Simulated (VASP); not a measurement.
A run of VASP 6.6.1:

The input INCAR:

```
SYSTEM = Mg2S3
PREC = Accurate
ENCUT = 600
EDIFF = 1E-6
ISMEAR = 0
SIGMA = 0.1
LREAL = .False.
LASPH = .True.
NELM = 80
ALGO = Normal
ISIF = 3
LWAVE = .False.
LCHARG = .False.
GGA = PE
IBRION = 2
NSW = 90
EDIFFG = -0.04
```

The input KPOINTS:

```
regular mesh
0
Gamma
  6 6 4
  0 0 0
```

POSCAR

```
Mg2S3
1.0
    4.1772001014      0.0000000000      0.0000000000
   -2.0886000507      3.6175614045      0.0000000000
    0.0000000000      0.0000000000      6.4990448278
Mg S
2 3
Direct
    0.3333333333      0.6666666667      0.2450000000
    0.6666666667      0.3333333333      0.7550000000
    0.0000000000      0.0000000000      0.0000000000
    0.3333333333      0.6666666667      0.6450000000
    0.6666666667      0.3333333333      0.3550000000
```

Potentials or basis: VASP PAW PBE potentials, release 64 (Mg, S).

The run is started by

```console
$ cat potpaw_PBE.64/Mg/POTCAR potpaw_PBE.64/S/POTCAR > POTCAR
$ mpirun -np 1 vasp_std > vasp.out
```

Hardware: 1 thread of Intel(R) Xeon(R) 6975P-C (Granite Rapids) (shared host).

Q: How long does it take, and how much memory?

A: Run time: 3.5 min on 1 thread of Intel(R) Xeon(R) 6975P-C (Granite Rapids) (shared host), peak memory 0.28 GiB. Counts: scf iterations 145, k points 24, ion steps 17.
